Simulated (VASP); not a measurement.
# Os (P6_3/mmc) in VASP: a series of runs, part 2 of 2

VASP 6.6.1. The steps go on from the part before.

### Step 3. Single point, r2SCAN

This run uses another cell than the first one, of 13.70 Å³/atom, 1.010 times its volume.

Contents of POSCAR:

```
Os
1.0
    2.7170315059      0.0000000000      0.0000000000
   -1.3585157530      2.3530183070      0.0000000000
    0.0000000000      0.0000000000      4.2871939777
Os
2
Direct
    0.3333333333      0.6666666667      0.2500000000
    0.6666666667      0.3333333333      0.7500000000
```

Contents of INCAR.step1:

```
SYSTEM = Os
PREC = Accurate
ENCUT = 520
ISMEAR = -1
SIGMA = 0.05
LREAL = .FALSE.
LASPH = .TRUE.
NELM = 100
NBANDS = 15
GGA = PE
ALGO = Normal
EDIFF = 1E-4
LWAVE = .TRUE.
LCHARG = .FALSE.
```

Contents of INCAR.step2:

```
SYSTEM = Os
PREC = Accurate
ENCUT = 520
EDIFF = 1E-6
ISMEAR = -1
SIGMA = 0.05
LREAL = .FALSE.
LASPH = .TRUE.
NELM = 100
ALGO = Normal
ISIF = 2
LWAVE = .FALSE.
LCHARG = .FALSE.
METAGGA = R2SCAN
LMIXTAU = .TRUE.
NBANDS = 15
ISTART = 1
```

Contents of KPOINTS:

```
regular mesh
0
G
  20 20 12
  0 0 0
```

Potentials or basis: VASP PAW PBE potentials, release 64 (Os).

Command:

```sh
> cat potpaw_PBE.64/Os/POTCAR > POTCAR
> cp INCAR.step1 INCAR
> mpirun -np 1 vasp_std > vasp.out
> cp INCAR.step2 INCAR
> mpirun -np 1 vasp_std > vasp.out
```

OUTCAR:

```text
SYSTEM = Os
   PREC = Accurate
   ENCUT = 520
   EDIFF = 1E-6
   ISMEAR = -1
   LREAL = .FALSE.
   LASPH = .TRUE.
   NELM = 100
   ISIF = 2
   METAGGA = R2SCAN
   ISTART = 1

 ion  position               nearest neighbor table
   1  0.333  0.667  0.250-   2 2.66   2 2.66   2 2.66   2 2.66   2 2.66   2 2.66
   2  0.667  0.333  0.750-   1 2.66   1 2.66   1 2.66   1 2.66   1 2.66   1 2.66

  LATTYP: Found a hexagonal cell.
 ALAT       =     2.7170315059
 C/A-ratio  =     1.5778963065

  Lattice vectors:

 A1 = (   2.7170315059,   0.0000000000,   0.0000000000)
 A2 = (  -1.3585157530,   2.3530183070,   0.0000000000)
 A3 = (   0.0000000000,   0.0000000000,   4.2871939777)

Analysis of symmetry for initial positions (statically):
=====================================================================
 Subroutine PRICEL returns:
 Original cell was already a primitive cell.

 Routine SETGRP: Setting up the symmetry group for a
 hexagonal supercell.

 Subroutine GETGRP returns: Found 24 space group operations
 (whereof 12 operations were pure point group operations)
 out of a pool of 24 trial point group operations.

The static configuration has the point symmetry D_3d.
 The point group associated with its full space group is D_6h.

Analysis of symmetry for dynamics (positions and initial velocities):
=====================================================================
 Subroutine PRICEL returns:
 Original cell was already a primitive cell.

 Routine SETGRP: Setting up the symmetry group for a
 hexagonal supercell.

 Subroutine GETGRP returns: Found 24 space group operations
 (whereof 12 operations were pure point group operations)
 out of a pool of 24 trial point group operations.

The dynamic configuration has the point symmetry D_3d.
 The point group associated with its full space group is D_6h.

 Subroutine INISYM returns: Found 24 space group operations
 (whereof 12 operations are pure point group operations),
 and found     1 'primitive' translations

----------------------------------------------------------------------------------------

                                     Primitive cell

  volume of cell :      27.4090

  direct lattice vectors                    reciprocal lattice vectors
     2.717031506  0.000000000  0.000000000     0.368048732  0.212493034  0.000000000
    -1.358515753  2.353018307  0.000000000     0.000000000  0.424986069  0.000000000
     0.000000000  0.000000000  4.287193978     0.000000000  0.000000000  0.233252800

  length of vectors
     2.717031506  2.717031506  4.287193978     0.424986069  0.424986069  0.233252800

  position of ions in fractional coordinates (direct lattice)
     0.333333333  0.666666667  0.250000000
     0.666666667  0.333333333  0.750000000

  ion indices of the primitive-cell ions
   primitive index   ion index
                 1           1
                 2           2

----------------------------------------------------------------------------------------

 KPOINTS: regular mesh

Automatic generation of k-mesh.
 Grid dimensions read from file:
 generate k-points for:   20   20   12

 Generating k-lattice:

[... 41 lines left out ...]
  0.250000  0.100000  0.000000     12.000000
 [... further k-points ...]
   k-points           NKPTS =    308   k-points in BZ     NKDIM =    308   number of bands    NBANDS=     15
   number of dos      NEDOS =    301   number of ions     NIONS =      2
   total plane-waves  NPLWV =  12800
   dimension x,y,z NGX =    20 NGY =   20 NGZ =   32
   dimension x,y,z NGXF=    40 NGYF=   40 NGZF=   64
   ions per type =               2
   NGX,Y,Z   is equivalent  to a cutoff of  12.24, 12.24, 12.41 a.u.
   NGXF,Y,Z  is equivalent  to a cutoff of  24.47, 24.47, 24.82 a.u.
 SYSTEM =  Os
   PREC   = accura    normal or accurate (medium, high low for compatibility)
   ISTART =      1    job   : 0-new  1-cont  2-samecut
   ICHARG =      0    charge: 1-file 2-atom 10-const
   ISPIN  =      1    spin polarized calculation?
   LNONCOLLINEAR =      F non collinear calculations
   LSORBIT =      F    spin-orbit coupling
   LASPH  =      T    aspherical Exc in radial PAW
   ENCUT  =  520.0 eV  38.22 Ry    6.18 a.u.   5.05  5.05  7.97*2*pi/ulx,y,z
   NELM   =    100;   NELMIN=  2; NELMDL=  0     # of ELM steps
   EDIFF  = 0.1E-05   stopping-criterion for ELM
   LREAL  =      F    real-space projection
   EDIFFG = 0.1E-04   stopping-criterion for IOM
   NSW    =      0    number of steps for IOM
   IBRION =     -1    ionic relax: 0-MD 1-quasi-New 2-CG
   NFREE  =      0    steps in history (QN), initial steepest desc. (CG)
   ISIF   =      2    stress and relaxation
   ISYM   =      2    0-nonsym 1-usesym 2-fastsym
   POTIM  = 0.5000    time-step for ionic-motion
   TEBEG  =    0.0;   TEEND  =   0.0 temperature during run
   PSTRESS=    0.0 pullay stress
   NELECT =      16.0000    total number of electrons
   NUPDOWN=      -1.0000    fix difference up-down
   EMIN   =  10.00;   EMAX   =-10.00  energy-range for DOS
   EFERMI =   0.00;   METHOD = LEGACY
   ISMEAR =    -1;   SIGMA  =   0.05  broadening in eV -4-tet -1-fermi 0-gaus
   EFERMI_NEDOS =   21; number of points for ismear=-14 and -15
   IALGO  =     38    algorithm
   IMIX   =      4    mixing-type and parameters
     AMIX     =   0.40;   BMIX     =  1.00
     AMIX_MAG =   1.60;   BMIX_MAG =  1.00
  volume/ion in A,a.u.               =      13.70        92.48
  Fermi-wavevector in a.u.,A,eV,Ry     =   1.368203  2.585528 25.469817  1.871979
  Thomas-Fermi vector in A             =   2.494188
   LORBIT       =      0    0 simple, 1 ext, 2 COOP (PROOUT), +10 PAW based schemes
   METAGGA = R2SCAN    functional components
   LHFCALC =     F    Hartree Fock is set to
   AEXX    =    0.0000 exact exchange contribution
   IVDW    =     0    specifies the selected vdW correction
   LEPSILON=     F    determine dielectric tensor
   LRPA    =     F    only Hartree local field effects (RPA)
 non-spin polarized calculation
  energy-cutoff  :      520.00
  volume of cell :       27.41
 maximum number of plane-waves:       754
   NGX = 11   NGY = 11   NGZ = 15

 number of electron      15.9999998 magnetization

 Free energy of the ion-electron system (eV)
  ---------------------------------------------------
  ext. energy  EPLUGINS =         0.00000000
  ---------------------------------------------------
  free energy    TOTEN  =      -105.99181627 eV

  energy without entropy =     -105.98458286  energy(sigma->0) =     -105.98819957

 E-fermi :   9.6186     XC(G=0): -15.5275

 val. band max:        9.6144248162   @ k =   0.1500  -0.0000   0.3333
 cond. band min:       9.6273060244   @ k =   0.5000   0.0000   0.2500
 fundamental gap:      0.0128812082
 Fermi energy:         9.6185927469

 k-point     1 :       0.0000    0.0000    0.0000
  band No.  band energies     occupation
      1      -2.0488      2.00000
      2       1.2348      2.00000
      3       6.2998      2.00000
      4       6.2998      2.00000
      5       6.5974      2.00000
      6       7.2016      2.00000
      7       7.2016      2.00000
      8       7.8761      2.00000
      9       7.8761      2.00000
     10       9.6062      1.12369
     11      11.3810      0.00000
     12      11.3810      0.00000
     13      19.4209      0.00000
     14      24.3369      0.00000
[... 401 lines left out ...]
      2       2.8281      2.00000
      3       3.8720      2.00000
      4       4.6613      2.00000
      5       6.0136      2.00000
      6       6.4968      2.00000
      7       7.3675      2.00000
      8       9.1026      1.99993
      9       9.8381      0.02447
     10      10.8025      0.00000
     11      12.1427      0.00000
     12      18.8173      0.00000
     13      19.4816      0.00000
     14      22.4855      0.00000
     15      24.5319      0.00000

 [... further k-points ...]

------------------------ aborting loop because EDIFF is reached ----------------------------------------

  FORCE on cell =-STRESS in cart. coord.  units (eV):
  Direction    XX          YY          ZZ          XY          YZ          ZX
  --------------------------------------------------------------------------------------
  -------------------------------------------------------------------------------------
  Total        1.9336266      1.9336266      1.9446687     -0.0000000      0.0000000      0.0000000
  in kB      113.0290486    113.0290486    113.6745092     -0.0000000      0.0000000      0.0000000
  external PRESSURE =     113.2442021 kB  Pullay stress =       0.0000000 kB

 VOLUME and BASIS-vectors are now :
 -----------------------------------------------------------------------------
  energy-cutoff  :      520.00
  volume of cell :       27.41
      direct lattice vectors                 reciprocal lattice vectors
     2.717031506  0.000000000  0.000000000     0.368048732  0.212493034  0.000000000
    -1.358515753  2.353018307  0.000000000     0.000000000  0.424986069  0.000000000
     0.000000000  0.000000000  4.287193978     0.000000000  0.000000000  0.233252800

 POSITION                                       TOTAL-FORCE (eV/Angst)
 -----------------------------------------------------------------------------------
     -0.00000      1.56868      1.07180         0.000000     -0.000000      0.000000
      1.35852      0.78434      3.21540        -0.000000      0.000000      0.000000
 -----------------------------------------------------------------------------------
    total drift:                               -0.000000      0.000000     -0.000000

  FREE ENERGIE OF THE ION-ELECTRON SYSTEM (eV)
  ---------------------------------------------------
  free  energy   TOTEN  =      -105.9918162737 eV

  energy  without entropy=     -105.9845828596  energy(sigma->0) =     -105.98819957
```

OUTCAR.step1:

```text
SYSTEM = Os
   PREC = Accurate
   ENCUT = 520
   ISMEAR = -1
   LREAL = .FALSE.
   LASPH = .TRUE.
[... 655 lines left out ...]
     -0.00000      1.56868      1.07180         0.000000      0.000000      0.000000
      1.35852      0.78434      3.21540        -0.000000     -0.000000      0.000000
 -----------------------------------------------------------------------------------
    total drift:                               -0.000000      0.000000     -0.000000

  FREE ENERGIE OF THE ION-ELECTRON SYSTEM (eV)
  ---------------------------------------------------
  free  energy   TOTEN  =       -22.4444605292 eV

  energy  without entropy=      -22.4367727548  energy(sigma->0) =      -22.44061664
```

OSZICAR.step1:

```text
N       E                     dE             d eps       ncg     rms          rms(c)
DAV:   1     0.105371751353E+03    0.10537E+03   -0.74855E+03  9240   0.103E+03
DAV:   2    -0.190338862021E+02   -0.12441E+03   -0.10887E+03  9394   0.331E+02
DAV:   3    -0.237839612074E+02   -0.47501E+01   -0.45999E+01 12600   0.570E+01
DAV:   4    -0.238194648453E+02   -0.35504E-01   -0.35466E-01 10031   0.507E+00
DAV:   5    -0.238196557051E+02   -0.19086E-03   -0.19085E-03 12656   0.348E-01    0.245E+01
DAV:   6    -0.227803685971E+02    0.10393E+01   -0.80003E-01 11816   0.762E+00    0.114E+01
DAV:   7    -0.224524514511E+02    0.32792E+00   -0.61312E-01 11956   0.652E+00    0.552E-01
DAV:   8    -0.224470456478E+02    0.54058E-02   -0.65277E-03  9485   0.620E-01    0.362E-01
DAV:   9    -0.224444425973E+02    0.26031E-02   -0.17278E-03 11361   0.413E-01    0.415E-02
DAV:  10    -0.224444605292E+02   -0.17932E-04   -0.58028E-05  7637   0.693E-02
   1 F= -.22444461E+02 E0= -.22440617E+02  d E =-.768777E-02
```

Run time: 3.9 min. Hardware: 1 thread of Intel Xeon 6975P-C, shared host; peak memory 0.23 GiB.

Results:

```
Free energy            : -105.9918 eV
Pressure               : 11.3 GPa
Band gap on the k mesh : zero (band 8 reaches 11.82 eV, above the bottom of band 9 at 7.56 eV)
```

Caveat: the PAW data sets were made with another functional, which shifts forces and pressure a little; spin-orbit coupling is left out, which moves the levels of the heavy elements.
